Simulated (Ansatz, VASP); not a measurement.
## Mg in VASP and in Ansatz

```
CELL_PARAMETERS angstrom
0.00000 2.59077 2.59086
1.70950 0.00000 2.59086
1.70950 2.59077 0.00000
ATOMIC_POSITIONS crystal
Mg 0.50000 0.50000 0.50000
```

Alike in both runs: functional PBE; k mesh 22 × 22 × 22; occupations gaussian, width 0.1 eV; no spin polarisation.

Ansatz relaxed the structure, and its values are those at the end. VASP's run is a single point on that final structure, the one shown.

|  | VASP | Ansatz |
| --- | --- | --- |
| version | VASP 6.6.1 | Ansatz 0.2.0 |
| potentials or method | VASP PAW PBE potentials, release 64 (Mg), cutoff 520 eV | scalar-relativistic, plane waves, PAW |
| valence electrons in the cell | 2 | 10 |

|  | VASP | Ansatz | Ansatz less VASP |
| --- | --- | --- | --- |
| gap on the k mesh at the Fermi level (eV) | none | none | - |
| pressure (GPa) | -0.1 | 0.0 | +0.12 |

A gap of «none» marks a metal or a gap that the smearing closes. VASP's potentials hold 2 valence electrons a cell and Ansatz's 10, so a difference there can come from the potentials and not from the codes.
